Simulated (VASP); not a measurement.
# Ge3N4 (P6_3/m) in VASP: single point with r2SCAN

Aim: the single point of Ge3N4 with r2SCAN.

Everything below comes from runs of VASP 6.6.1. Logs are shortened: lines on timing, memory, paths and dates and some standing lists are left out, and cuts for length are marked.

## (1) The cell of the first run

The structure is hexagonal, space group P6_3/m (No. 176). Conventional cell: a = 8.044 Å, b = 8.044 Å, c = 3.080 Å, α = 90.00°, β = 90.00°, γ = 120.00°. Ge (site symmetry m) has 4 N at 1.83 to 1.84 Å within 2.4 Å. N (site symmetry -6) has 3 Ge at 1.83 Å within 2.4 Å. Within 2.4 Å of N (site symmetry m) lie 3 Ge at 1.84 Å.

## (2) Single point, r2SCAN

Contents of POSCAR:

```
Ge3N4
1.0
    8.0439274661      0.0000000000      0.0000000000
   -4.0219637330      6.9662455318      0.0000000000
    0.0000000000      0.0000000000      3.0800560533
Ge N
6 8
Direct
    0.8286382128      0.2349383820      0.7500000000
    0.5936998308      0.8286382128      0.2500000000
    0.2349383820      0.4063001692      0.2500000000
    0.7650616180      0.5936998308      0.7500000000
    0.4063001692      0.1713617872      0.7500000000
    0.1713617872      0.7650616180      0.2500000000
    0.6666666667      0.3333333333      0.7500000000
    0.3333333333      0.6666666667      0.2500000000
    0.6693909110      0.9722062405      0.7500000000
    0.6971846705      0.6693909110      0.2500000000
    0.9722062405      0.3028153295      0.2500000000
    0.0277937595      0.6971846705      0.7500000000
    0.3306090890      0.0277937595      0.2500000000
    0.3028153295      0.3306090890      0.7500000000
```

Contents of INCAR.step1:

```
PREC = Accurate ; ENCUT = 660
ISMEAR = -1 ; SIGMA = 0.02
LREAL = False ; LASPH = True
NELM = 120 ; NBANDS = 75
GGA = PE ; ALGO = Normal
EDIFF = 1E-5 ; LWAVE = True
LCHARG = False ; GGA_COMPAT = False
KPAR = 4
```

Contents of INCAR.step2:

```
PREC = Accurate ; ENCUT = 660
EDIFF = 1E-6 ; ISMEAR = -1
SIGMA = 0.02 ; LREAL = False
LASPH = True ; NELM = 120
ALGO = Normal ; ISIF = 2
LWAVE = False ; LCHARG = False
METAGGA = R2SCAN ; LMIXTAU = True
NBANDS = 75 ; ISTART = 1
GGA_COMPAT = False ; KPAR = 4
```

Contents of KPOINTS:

```
regular mesh
0
Gamma
  6 6 8
```

Potentials or basis: VASP PAW PBE potentials, release 64 (Ge_d, N).

Launch:

```
cat potpaw_PBE.64/Ge_d/POTCAR potpaw_PBE.64/N/POTCAR > POTCAR
cp INCAR.step1 INCAR
mpirun -np 4 vasp_std > vasp.out
cp INCAR.step2 INCAR
mpirun -np 4 vasp_std > vasp.out
```

OUTCAR:

```text
PREC = Accurate
   ENCUT = 660
   EDIFF = 1E-6
   ISMEAR = -1
   LREAL = False
   LASPH = True
   NELM = 120
   ISIF = 2
   METAGGA = R2SCAN
   ISTART = 1

 ion  position               nearest neighbor table
   1  0.829  0.235  0.750-   7 1.83  11 1.84  11 1.84   9 1.84
   2  0.594  0.829  0.250-   8 1.83   9 1.84   9 1.84  10 1.84
   3  0.235  0.406  0.250-   8 1.83  14 1.84  14 1.84  11 1.84
   4  0.765  0.594  0.750-   7 1.83  10 1.84  10 1.84  12 1.84
   5  0.406  0.171  0.750-   7 1.83  13 1.84  13 1.84  14 1.84
   6  0.171  0.765  0.250-   8 1.83  12 1.84  12 1.84  13 1.84
   7  0.667  0.333  0.750-   1 1.83   5 1.83   4 1.83
   8  0.333  0.667  0.250-   6 1.83   2 1.83   3 1.83
   9  0.669  0.972  0.750-   2 1.84   2 1.84   1 1.84
  10  0.697  0.669  0.250-   4 1.84   4 1.84   2 1.84
  11  0.972  0.303  0.250-   1 1.84   1 1.84   3 1.84
  12  0.028  0.697  0.750-   6 1.84   6 1.84   4 1.84
  13  0.331  0.028  0.250-   5 1.84   5 1.84   6 1.84
  14  0.303  0.331  0.750-   3 1.84   3 1.84   5 1.84

  LATTYP: Found a hexagonal cell.
 ALAT       =     8.0439274661
 C/A-ratio  =     0.3829045036

  Lattice vectors:

 A1 = (   8.0439274661,   0.0000000000,   0.0000000000)
 A2 = (  -4.0219637330,   6.9662455318,   0.0000000000)
 A3 = (   0.0000000000,   0.0000000000,   3.0800560533)

Analysis of symmetry for initial positions (statically):
=====================================================================
 Subroutine PRICEL returns:
 Original cell was already a primitive cell.

 Routine SETGRP: Setting up the symmetry group for a
 hexagonal supercell.

 Subroutine GETGRP returns: Found 12 space group operations
 (whereof  6 operations were pure point group operations)
 out of a pool of 24 trial point group operations.

The static configuration has the point symmetry S_6 .
 The point group associated with its full space group is C_6h.

Analysis of symmetry for dynamics (positions and initial velocities):
=====================================================================
 Subroutine PRICEL returns:
 Original cell was already a primitive cell.

 Routine SETGRP: Setting up the symmetry group for a
 hexagonal supercell.

 Subroutine GETGRP returns: Found 12 space group operations
 (whereof  6 operations were pure point group operations)
 out of a pool of 24 trial point group operations.

The dynamic configuration has the point symmetry S_6 .
 The point group associated with its full space group is C_6h.

 Subroutine INISYM returns: Found 12 space group operations
 (whereof  6 operations are pure point group operations),
 and found     1 'primitive' translations

----------------------------------------------------------------------------------------

                                     Primitive cell

  volume of cell :     172.5939

  direct lattice vectors                    reciprocal lattice vectors
     8.043927466  0.000000000  0.000000000     0.124317382  0.071774674  0.000000000
    -4.021963733  6.966245532  0.000000000     0.000000000  0.143549347  0.000000000
     0.000000000  0.000000000  3.080056053     0.000000000  0.000000000  0.324669416

  length of vectors
     8.043927466  8.043927466  3.080056053     0.143549347  0.143549347  0.324669416

  position of ions in fractional coordinates (direct lattice)
     0.828638213  0.234938382  0.750000000
     0.593699831  0.828638213  0.250000000
     0.234938382  0.406300169  0.250000000
     0.765061618  0.593699831  0.750000000
     0.406300169  0.171361787  0.750000000
     0.171361787  0.765061618  0.250000000
     0.666666667  0.333333333  0.750000000
     0.333333333  0.666666667  0.250000000
     0.669390911  0.972206241  0.750000000
     0.697184671  0.669390911  0.250000000
     0.972206241  0.302815329  0.250000000
     0.027793759  0.697184671  0.750000000
     0.330609089  0.027793759  0.250000000
     0.302815329  0.330609089  0.750000000

  ion indices of the primitive-cell ions
   primitive index   ion index
                 1           1
                 2           2
                 3           3
                 4           4
                 5           5
                 6           6
                 7           7
                 8           8
                 9           9
                10          10
                11          11
                12          12
                13          13
                14          14

----------------------------------------------------------------------------------------

 KPOINTS: regular mesh

Automatic generation of k-mesh.
 Grid dimensions read from file:
 generate k-points for:    6    6    8

 Generating k-lattice:

  Cartesian coordinates                     Fractional coordinates (reciprocal lattice)
     0.020719564  0.011962446  0.000000000     0.166666667  0.000000000  0.000000000
     0.000000000  0.023924891  0.000000000     0.000000000  0.166666667  0.000000000
     0.000000000  0.000000000  0.040583677     0.000000000  0.000000000  0.125000000

  Length of vectors
     0.023924891  0.023924891  0.040583677

  Shift w.r.t. Gamma in fractional coordinates (k-lattice)
     0.000000000  0.000000000  0.000000000

 Subroutine IBZKPT returns following result:
 ===========================================

 Found     40 irreducible k-points:

 Following reciprocal coordinates:
            Coordinates               Weight
  0.000000  0.000000  0.000000      1.000000
  0.166667  0.000000  0.000000      6.000000
  0.333333  0.000000  0.000000      6.000000
  0.500000 -0.000000  0.000000      3.000000
  0.166667  0.166667  0.000000      6.000000
  0.333333  0.166667  0.000000      6.000000
[... 16 lines left out ...]
 -0.333333  0.500000 -0.250000     12.000000
  0.333333  0.333333  0.250000      4.000000
 [... further k-points ...]
   k-points           NKPTS =     40   k-points in BZ     NKDIM =     40   number of bands    NBANDS=     75
   number of dos      NEDOS =    301   number of ions     NIONS =     14
   total plane-waves  NPLWV = 137200
   dimension x,y,z NGX =    70 NGY =   70 NGZ =   28
   dimension x,y,z NGXF=   140 NGYF=  140 NGZF=   56
   ions per type =               6   8
   NGX,Y,Z   is equivalent  to a cutoff of  14.47, 14.47, 15.11 a.u.
   NGXF,Y,Z  is equivalent  to a cutoff of  28.93, 28.93, 30.23 a.u.
 SYSTEM =  unknown system
   PREC   = accura    normal or accurate (medium, high low for compatibility)
   ISTART =      1    job   : 0-new  1-cont  2-samecut
   ICHARG =      0    charge: 1-file 2-atom 10-const
   ISPIN  =      1    spin polarized calculation?
   LNONCOLLINEAR =      F non collinear calculations
   LSORBIT =      F    spin-orbit coupling
   LASPH  =      T    aspherical Exc in radial PAW
   ENCUT  =  660.0 eV  48.51 Ry    6.96 a.u.  16.85 16.85  6.45*2*pi/ulx,y,z
   NELM   =    120;   NELMIN=  2; NELMDL=  0     # of ELM steps
   EDIFF  = 0.1E-05   stopping-criterion for ELM
   LREAL  =      F    real-space projection
   EDIFFG = 0.1E-04   stopping-criterion for IOM
   NSW    =      0    number of steps for IOM
   IBRION =     -1    ionic relax: 0-MD 1-quasi-New 2-CG
   NFREE  =      0    steps in history (QN), initial steepest desc. (CG)
   ISIF   =      2    stress and relaxation
   ISYM   =      2    0-nonsym 1-usesym 2-fastsym
   POTIM  = 0.5000    time-step for ionic-motion
   TEBEG  =    0.0;   TEEND  =   0.0 temperature during run
   PSTRESS=    0.0 pullay stress
   NELECT =     124.0000    total number of electrons
   NUPDOWN=      -1.0000    fix difference up-down
   EMIN   =  10.00;   EMAX   =-10.00  energy-range for DOS
   EFERMI =   0.00;   METHOD = LEGACY
   ISMEAR =    -1;   SIGMA  =   0.02  broadening in eV -4-tet -1-fermi 0-gaus
   EFERMI_NEDOS =   21; number of points for ismear=-14 and -15
   IALGO  =     38    algorithm
   IMIX   =      4    mixing-type and parameters
     AMIX     =   0.40;   BMIX     =  1.00
     AMIX_MAG =   1.60;   BMIX_MAG =  1.00
  volume/ion in A,a.u.               =      12.33        83.19
  Fermi-wavevector in a.u.,A,eV,Ry     =   1.466246  2.770803 29.250862  2.149878
  Thomas-Fermi vector in A             =   2.582007
   LORBIT       =      0    0 simple, 1 ext, 2 COOP (PROOUT), +10 PAW based schemes
   METAGGA = R2SCAN    functional components
   LHFCALC =     F    Hartree Fock is set to
   AEXX    =    0.0000 exact exchange contribution
   IVDW    =     0    specifies the selected vdW correction
   LEPSILON=     F    determine dielectric tensor
   LRPA    =     F    only Hartree local field effects (RPA)
 non-spin polarized calculation
  energy-cutoff  :      660.00
  volume of cell :      172.59
 maximum number of plane-waves:      6678
 NGX is ok and might be reduce to    70
   NGX = 33   NGY = 33   NGZ = 13

 number of electron     123.9999972 magnetization

 Free energy of the ion-electron system (eV)
  ---------------------------------------------------
  ext. energy  EPLUGINS =         0.00000000
  ---------------------------------------------------
  free energy    TOTEN  =      -158.95037502 eV

  energy without entropy =     -158.95037502  energy(sigma->0) =     -158.95037502

 E-fermi :   5.2837     XC(G=0): -11.7721

 val. band max:        4.7981193311   @ k =   0.0000   0.0000   0.0000
 cond. band min:       7.4380462651   @ k =   0.0000   0.0000   0.0000
 fundamental gap:      2.6399269340
 Fermi energy:         5.2837087793

 k-point     1 :       0.0000    0.0000    0.0000
  band No.  band energies     occupation
      1     -20.3391      2.00000
      2     -20.3087      2.00000
      3     -20.3081      2.00000
      4     -20.3081      2.00000
      5     -20.2591      2.00000
      6     -20.2580      2.00000
[... 66 lines left out ...]
     73      13.1676      0.00000
     74      13.7856      0.00000
[... 1769 lines left out ...]
     73      12.9529      0.00000
     74      12.9529      0.00000

 [... further k-points ...]

 [bands above 74 left out]

------------------------ aborting loop because EDIFF is reached ----------------------------------------

  FORCE on cell =-STRESS in cart. coord.  units (eV):
  Direction    XX          YY          ZZ          XY          YZ          ZX
  --------------------------------------------------------------------------------------
  -------------------------------------------------------------------------------------
  Total        0.6805317      0.6805317      0.7430687      0.0000212      0.0000000      0.0000000
  in kB        6.3173272      6.3173272      6.8978544      0.0001966      0.0000000      0.0000000
  external PRESSURE =       6.5108363 kB  Pullay stress =       0.0000000 kB

 VOLUME and BASIS-vectors are now :
 -----------------------------------------------------------------------------
  energy-cutoff  :      660.00
  volume of cell :      172.59
      direct lattice vectors                 reciprocal lattice vectors
     8.043927466  0.000000000  0.000000000     0.124317382  0.071774674  0.000000000
    -4.021963733  6.966245532  0.000000000     0.000000000  0.143549347  0.000000000
     0.000000000  0.000000000  3.080056053     0.000000000  0.000000000  0.324669416

 POSITION                                       TOTAL-FORCE (eV/Angst)
 -----------------------------------------------------------------------------------
      5.72059      1.63664      2.31004        -0.000296      0.007740      0.000000
      1.44293      5.77250      0.77001        -0.006851      0.003614      0.000000
      0.25570      2.83039      0.77001         0.006555      0.004126      0.000000
      3.76626      4.13586      2.31004        -0.006555     -0.004126      0.000000
      2.57904      1.19375      2.31004         0.006851     -0.003614      0.000000
     -1.69863      5.32961      0.77001         0.000296     -0.007740     -0.000000
      4.02196      2.32208      2.31004         0.000000      0.000000     -0.000000
     -0.00000      4.64416      0.77001         0.000000      0.000000      0.000000
      1.47435      6.77263      2.31004        -0.001060      0.006952      0.000000
      2.91584      4.66314      0.77001        -0.006551      0.002558     -0.000000
      6.60244      2.10949      0.77001         0.005491      0.004394     -0.000000
     -2.58048      4.85676      2.31004        -0.005491     -0.004394      0.000000
      2.54761      0.19362      0.77001         0.001060     -0.006952      0.000000
      1.10613      2.30310      2.31004         0.006551     -0.002558     -0.000000
 -----------------------------------------------------------------------------------
    total drift:                                0.000000      0.000000     -0.000000

  FREE ENERGIE OF THE ION-ELECTRON SYSTEM (eV)
  ---------------------------------------------------
  free  energy   TOTEN  =      -158.9503750247 eV

  energy  without entropy=     -158.9503750247  energy(sigma->0) =     -158.95037502
```

Run time: 14 min. Hardware: 4 MPI ranks of Intel Xeon Platinum 8259CL at 2.50GHz (Skylake/Cascade Lake), shared host; peak memory 0.73 GiB.

What came out:

```
Free energy            : -158.9504 eV
Pressure               : 0.7 GPa
Largest force          : 0.008 eV/Å
Band gap on the k mesh : 2.64 eV
```

Forces on the atoms (eV/Å):
```
Ge   0.000  0.008  0.000
Ge  -0.007  0.004  0.000
Ge   0.007  0.004  0.000
Ge  -0.007 -0.004  0.000
Ge   0.007 -0.004  0.000
Ge   0.000 -0.008  0.000
N    0.000  0.000  0.000
N    0.000  0.000  0.000
N   -0.001  0.007  0.000
N   -0.007  0.003  0.000
N    0.005  0.004  0.000
N   -0.005 -0.004  0.000
N    0.001 -0.007  0.000
N    0.007 -0.003  0.000
```

Caveat: the PAW data sets were made with another functional, which shifts forces and pressure a little.
